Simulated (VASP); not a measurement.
Input of a VASP 6.6.1 run:

File INCAR:

```
PREC = Accurate
ENCUT = 600
EDIFF = 1E-6
ISMEAR = 0
SIGMA = 0.1
LREAL = False
LASPH = True
NELM = 100
ALGO = Normal
ISIF = 3
LWAVE = False
LCHARG = False
GGA = PE
IBRION = 2
NSW = 90
EDIFFG = -0.04
```

File KPOINTS:

```
Automatic mesh
0
Gamma
  6 6 6
```

POSCAR

```
SiC
1.0
    1.4205987600     -4.6569863100      0.0000000000
    1.4205987600      4.6569863100      0.0000000000
    0.0000000000      0.0000000000      2.9552455700
Si C
2 2
Direct
    0.0940261200      0.9059738800      0.5000000000
    0.9059738800      0.0940261200      0.5000000000
    0.1949989000      0.8050011000      0.0000000000
    0.8050011000      0.1949989000      0.0000000000
```

Potentials or basis: VASP PAW PBE potentials, release 64 (Si, C).

The run is started by

```console
$ cat potpaw_PBE.64/Si/POTCAR potpaw_PBE.64/C/POTCAR > POTCAR
$ mpirun -np 1 vasp_std > vasp.out
```

(1) Predict the space group after relaxing (to 0.1 Å).

(2) Predict the band gap on the k mesh.

(3) Predict the relaxed volume.

## Answers

(1) Cmmm (No. 65).

(2) zero (bands 8 and 9 overlap by 3.47 eV).

(3) 11.32 Å³/atom.

Caveat: the k points lie up to 0.42 Å⁻¹ apart in the final cell, too coarse for converged energies and pressures of a metal; the volume moved by over 15 % at a fixed basis, so the end points are rough.
